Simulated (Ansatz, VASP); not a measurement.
# One calculation of Si, two programs

```
Si
1.0
     2.39121    0.00000    0.00000
     0.00000    2.39121    0.00000
     0.00000    0.00000    2.39121
Si
1
Direct
  0.00000 0.00000 0.00000
```

Alike in both runs: task relaxation of cell and atoms; functional PBE; k mesh 14 × 14 × 14; occupations gaussian, width 0.025 eV; no spin polarisation.

```csv
,VASP,Ansatz
version,VASP 6.6.1,Ansatz 0.2.0
potentials or method,"VASP PAW PBE potentials, release 64 (Si)","PAW with Ansatz's default frozen-core files, scalar-relativistic"
plane-wave cutoff (eV),600,420
valence electrons in the cell,4,4
```

```csv
,VASP,Ansatz,Ansatz less VASP
relaxed volume (Å³/atom),16.23,16.23,+0.006
relaxed cell length with the largest relative difference (Å),2.532,2.532,+0.0003
```

Noted on VASP's run: the volume moved by over 15 % at a fixed basis, so the end points are rough.
